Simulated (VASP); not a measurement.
Write the native input for VASP 6.6.1 that does the following.

```yaml
Task: single point
Functional: PBE
Potentials_or_basis: VASP PAW PBE potentials, release 64 (Mn_sv, S)
Cutoff: 680 eV
k_mesh: 7 × 7 × 7
Occupations: fermi-dirac, width 0.05 eV
Spin: collinear spin, ferromagnetic start
Starting_moments: "[3.0, 0.0] μB"
Fixed_moment: 3 μB
Dipole_correction: no
Further_INCAR_settings: ALGO = Normal; EDIFF = 1e-06; NBANDS = 22
```

The structure of MnS lies in POSCAR:

```
MnS
1.0
    0.0000000000      2.6045000000      2.6045000000
    2.6045000000      0.0000000000      2.6045000000
    2.6045000000      2.6045000000      0.0000000000
Mn S
1 1
Direct
    0.0000000000      0.0000000000      0.0000000000
    0.5000000000      0.5000000000      0.5000000000
```

These files were run (other wordings do the same):

INCAR

```
SYSTEM = MnS
PREC     = Accurate       ! precision mode
ENCUT    = 680            ! plane-wave cutoff, eV
EDIFF    = 1E-6           ! SCF threshold, eV
ISMEAR   = -1             ! smearing method
SIGMA    = 0.05           ! smearing width, eV
LREAL    = .FALSE.        ! projectors in reciprocal space
LASPH    = .TRUE.         ! aspherical terms in the spheres
NELM     = 200            ! most SCF steps
ALGO     = Normal         ! electronic algorithm
ISIF     = 2              ! what is computed and relaxed
LWAVE    = .FALSE.        ! write WAVECAR
LCHARG   = .FALSE.        ! write CHGCAR
ISPIN    = 2              ! spin polarisation
MAGMOM   = 3 0            ! initial moments
LORBIT   = 11             ! projections on sites
NUPDOWN  = 3.0            ! fixed moment
LMAXMIX  = 4              ! l up to which the mixer works
GGA      = PE             ! functional
NBANDS   = 22             ! bands
GGA_COMPAT= .FALSE.
```

KPOINTS

```
Automatic mesh
0
G
  7 7 7
  0 0 0
```

Potentials or basis: VASP PAW PBE potentials, release 64 (Mn_sv, S).

Launch:

```bash
$ cat potpaw_PBE.64/Mn_sv/POTCAR potpaw_PBE.64/S/POTCAR > POTCAR
$ mpirun -np 1 vasp_std > vasp.out
```

It gave:

```yaml
Pressure: -17.0 GPa
Net_moment: 3.00 μB per cell
Site_moments: Mn +2.87; S -0.09 μB
Valence_electrons_inside_the_program's_atomic_spheres: Mn 12.84; S 3.64
```

Caveat: the cell stands under tension; the total moment is fixed, so each spin has its own Fermi level and the state may be an excited one; a cell with one magnetic atom can't hold antiferromagnetic order, which such compounds often take.

Run time: 30 s on 1 thread of AMD EPYC 9R45 (Zen 5), with other jobs on the host, peak memory 0.18 GiB.
